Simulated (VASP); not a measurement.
Mg, 2 atoms in the cell. It takes space group P6_3/mmc (No. 194, hexagonal). The conventional cell has a = 3.179 Å, b = 3.179 Å, c = 5.157 Å, α = 90.00°, β = 90.00°, γ = 120.00°. Within 4.2 Å of Mg (site symmetry -6m2) lie 12 Mg at 3.17 to 3.18 Å. 

| Quantity | Value |
| --- | --- |
| Program | VASP 6.6.1 |
| Task | single point |
| Functional | r2SCAN |
| Potentials or basis | VASP PAW PBE potentials, release 64 (Mg) |
| Cutoff | 520 eV |
| k mesh | 11 × 11 × 6 |
| Occupations | fermi-dirac, width 0.03 eV |
| Spin | no spin polarisation |
| Dipole correction | no |
| Further INCAR settings | ALGO = Normal; EDIFF = 1e-06; NBANDS = 9 |

Potentials or basis: VASP PAW PBE potentials, release 64 (Mg).

Run with:

```console
$ cat potpaw_PBE.64/Mg/POTCAR > POTCAR
$ cp INCAR.step1 INCAR
$ mpirun -np 1 vasp_std > vasp.out
$ cp INCAR.step2 INCAR
$ mpirun -np 1 vasp_std > vasp.out
```

Hardware: 1 thread of AMD EPYC 7R43 64-Core Processor (Zen 3), on a shared host.

Problem. How long does it take, and how much memory?

Solution. Wall time 91 s on 1 thread of AMD EPYC 7R43 64-Core Processor (Zen 3), with other jobs on the host, peak memory 0.14 GiB. Counts: k points 64.
